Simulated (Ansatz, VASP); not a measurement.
# Two plane-wave programs on AsO

```xyz
2
Lattice="0.0000 2.4989 2.4989 2.4989 0.0000 2.4989 2.4989 2.4989 0.0000" Properties=species:S:1:pos:R:3 pbc="T T T"
As    0.0000    0.0000    0.0000
O     3.7484    3.7484    3.7484
```

Change from the starting cell: species swapped into the AgO type (F-43m, No. 216).

Alike in both runs: task single point; functional PBE; k mesh 6 × 6 × 6; occupations gaussian, width 0.1 eV; no spin polarisation.

|  | VASP | Ansatz |
| --- | --- | --- |
| version | VASP 6.6.1 | Ansatz 0.2.0 |
| potentials or method | VASP PAW PBE potentials, release 64 (As, O), cutoff 520 eV | scalar-relativistic, plane waves, PAW |
| valence electrons in the cell | 11 | 21 |

|  | VASP | Ansatz | Ansatz less VASP |
| --- | --- | --- | --- |
| gap on the k mesh at the Fermi level (eV) | none | none | - |
| pressure (GPa) | 5.9 | 6.0 | +0.02 |

A gap of «none» marks a metal or a gap that the smearing closes. VASP's potentials hold 11 valence electrons a cell and Ansatz's 21, so a difference there can come from the potentials and not from the codes.

The k mesh is coarse, so the values compare programs but aren't converged.
